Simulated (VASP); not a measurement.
# Nb (Fd-3m) in VASP: a series of runs, part 2 of 2

VASP 6.6.1.

**3. Single point, r2SCAN, collinear spin (22.06 Å³/atom)**

This run uses another cell than the first one, of 22.06 Å³/atom.

Input file POSCAR:

```
Nb
1.0
    0.0000000000      2.8047303221      2.8047303221
    2.8047303221      0.0000000000      2.8047303221
    2.8047303221      2.8047303221      0.0000000000
Nb
2
Direct
    0.1250000000      0.1250000000      0.1250000000
    0.8750000000      0.8750000000      0.8750000000
```

Input file INCAR.step1:

```
SYSTEM = Nb
  ALGO = Normal
  EDIFF = 1E-4
  ENCUT = 520
  GGA = PE
  ISMEAR = -1
  ISPIN = 2
  LASPH = .True.
  LCHARG = .False.
  LMAXMIX = 4
  LREAL = .False.
  LWAVE = .True.
  MAGMOM = 1 1
  NBANDS = 24
  NELM = 150
  PREC = Accurate
  SIGMA = 0.05
```

Input file INCAR.step2:

```
SYSTEM = Nb
  ALGO = Normal
  EDIFF = 1E-7
  ENCUT = 520
  ISIF = 2
  ISMEAR = -1
  ISPIN = 2
  ISTART = 1
  LASPH = .True.
  LCHARG = .True.
  LELF = .True.
  LMAXMIX = 4
  LMIXTAU = .True.
  LORBIT = 11
  LREAL = .False.
  LVHAR = .True.
  LWAVE = .False.
  MAGMOM = 1 1
  METAGGA = R2SCAN
  NBANDS = 24
  NELM = 150
  PREC = Accurate
  SIGMA = 0.05
```

Input file KPOINTS:

```
k-points
0
Gamma
  11 11 11
  0 0 0
```

Potentials or basis: VASP PAW PBE potentials, release 64 (Nb_sv).

Launch:

```
cat potpaw_PBE.64/Nb_sv/POTCAR > POTCAR
cp INCAR.step1 INCAR
mpirun -np 1 vasp_std > vasp.out
cp INCAR.step2 INCAR
mpirun -np 1 vasp_std > vasp.out
```

Run time: 8.3 min. Hardware: 1 thread of Intel Xeon Platinum 8488C (Sapphire Rapids), shared host; peak memory 0.25 GiB.

The run converged. Its results:

```yaml
Free_energy: -44.1382 eV
Pressure: 12.0 GPa
Band_gap_on_the_k_mesh: zero (filled and empty bands overlap)
Net_moment: 0.00 μB per cell
Valence_electrons_inside_the_program's_atomic_spheres: Nb 11.20
```

Levels at points of the mesh, in eV from the Fermi level:
Spin up:
```csv
k point,band 11,band 12,band 13,band 14,band 15,band 16
"(0.00, 0.00, 0.00)",-2.05,-0.70,-0.70,-0.70,2.31,2.31
```
Spin down:
| k point | band 10 | band 11 | band 12 | band 13 | band 14 | band 15 | band 16 | band 17 |
| --- | --- | --- | --- | --- | --- | --- | --- | --- |
| (0.00, 0.00, 0.00) | -2.05 | -2.05 | -0.70 | -0.70 | -0.70 | 2.31 | 2.31 | 2.31 |

Caveat: the cell stands under pressure; the PAW data sets were made with another functional, which shifts forces and pressure a little.

**4. Single point, r2SCAN, collinear spin (26.07 Å³/atom)**

This run uses another cell than the first one, of 26.07 Å³/atom.

Input file POSCAR:

```
Nb
1.0
    0.0000000000      2.9653411575      2.9653411575
    2.9653411575      0.0000000000      2.9653411575
    2.9653411575      2.9653411575      0.0000000000
Nb
2
Direct
    0.1250000000      0.1250000000      0.1250000000
    0.8750000000      0.8750000000      0.8750000000
```

Input file INCAR.step1:

```
SYSTEM = Nb
PREC = Accurate
ENCUT = 520
ISMEAR = -1
SIGMA = 0.05
LREAL = .False.
LASPH = .True.
NELM = 150
ISPIN = 2
MAGMOM = 1 1
LMAXMIX = 4
NBANDS = 24
GGA = PE
ALGO = Normal
EDIFF = 1E-4
LWAVE = .True.
LCHARG = .False.
```

Input file INCAR.step2:

```
SYSTEM = Nb
PREC = Accurate
ENCUT = 520
EDIFF = 1E-6
ISMEAR = -1
SIGMA = 0.05
LREAL = .False.
LASPH = .True.
NELM = 150
ALGO = Normal
ISIF = 2
LWAVE = .False.
LCHARG = .True.
ISPIN = 2
MAGMOM = 1 1
LORBIT = 11
LMAXMIX = 4
METAGGA = R2SCAN
LMIXTAU = .True.
LELF = .True.
LVHAR = .True.
NBANDS = 24
ISTART = 1
```

Input file KPOINTS:

```
regular mesh
0
Gamma
  11 11 11
  0 0 0
```

Potentials or basis: VASP PAW PBE potentials, release 64 (Nb_sv).

Launch:

```
cat potpaw_PBE.64/Nb_sv/POTCAR > POTCAR
cp INCAR.step1 INCAR
mpirun -np 1 vasp_std > vasp.out
cp INCAR.step2 INCAR
mpirun -np 1 vasp_std > vasp.out
```

OUTCAR:

```text
SYSTEM = Nb
   PREC = Accurate
   ENCUT = 520
   EDIFF = 1E-6
   ISMEAR = -1
   LREAL = .False.
   LASPH = .True.
   NELM = 150
   ISIF = 2
   ISPIN = 2
   LORBIT = 11
   METAGGA = R2SCAN
   ISTART = 1

 ion  position               nearest neighbor table
   1  0.125  0.125  0.125-   2 2.57   2 2.57   2 2.57   2 2.57
   2  0.875  0.875  0.875-   1 2.57   1 2.57   1 2.57   1 2.57

  LATTYP: Found a face centered cubic cell.
 ALAT       =     5.9306823150

  Lattice vectors:

 A1 = (   0.0000000000,   2.9653411575,   2.9653411575)
 A2 = (   2.9653411575,   0.0000000000,   2.9653411575)
[... 1511 lines left out ...]
  external PRESSURE =     -23.5572516 kB  Pullay stress =       0.0000000 kB

 VOLUME and BASIS-vectors are now :
 -----------------------------------------------------------------------------
  energy-cutoff  :      520.00
  volume of cell :       52.15
      direct lattice vectors                 reciprocal lattice vectors
     0.000000000  2.965341158  2.965341158    -0.168614663  0.168614663  0.168614663
     2.965341158  0.000000000  2.965341158     0.168614663 -0.168614663  0.168614663
     2.965341158  2.965341158  0.000000000     0.168614663  0.168614663 -0.168614663

 POSITION                                       TOTAL-FORCE (eV/Angst)
 -----------------------------------------------------------------------------------
      0.74134      0.74134      0.74134         0.000000      0.000000      0.000000
      5.18935      5.18935      5.18935        -0.000000     -0.000000     -0.000000
 -----------------------------------------------------------------------------------
    total drift:                                0.000000      0.000000     -0.000000

  FREE ENERGIE OF THE ION-ELECTRON SYSTEM (eV)
  ---------------------------------------------------
  free  energy   TOTEN  =       -44.3282062781 eV

  energy  without entropy=      -44.2994982626  energy(sigma->0) =      -44.31385227

 total charge

# of ion       s       p       d       tot
------------------------------------------
    1        2.251   5.898   2.810  10.959
    2        2.251   5.898   2.810  10.959
--------------------------------------------------
tot          4.501  11.797   5.619  21.917

 magnetization (x)

# of ion       s       p       d       tot
------------------------------------------
    1        0.000   0.000   0.003   0.003
    2        0.000   0.000   0.003   0.003
--------------------------------------------------
tot          0.000   0.000   0.005   0.006
```

Run time: 5.7 min. Hardware: 1 thread of Intel Xeon Platinum 8488C (Sapphire Rapids), shared host; peak memory 0.27 GiB.

What came out:

* Free energy: -44.3282 eV
* Pressure: -2.4 GPa
* Band gap on the k mesh: zero (filled and empty bands overlap)
* Net moment: 0.01 μB per cell
* Valence electrons inside the program's atomic spheres: Nb 10.96

Caveat: the PAW data sets were made with another functional, which shifts forces and pressure a little.

**5. Summary**

```tsv
cell	k mesh	gap on the mesh (eV)	pressure (GPa)	moment (μB)
a = 4.139 Å, angles 60.0°, 2 atoms	9 × 9 × 9	none	0.1	0.00
a = 3.966 Å, angles 60.0°, 2 atoms	11 × 11 × 11	none	12.0	0.00
a = 4.194 Å, angles 60.0°, 2 atoms	11 × 11 × 11	none	-2.4	0.01
```

Alike in all rows: task single point; level r2SCAN; potentials or basis VASP PAW PBE potentials, release 64 (Nb_sv); spin collinear; cutoff (eV) 520; smearing fermi-dirac 0.05 eV.

Caveats: the PAW data sets were made with another functional, which shifts forces and pressure a little; the cell stands under pressure (at least some runs).

Total energies depend on the potentials used, so only differences within one code and one set of settings carry meaning.
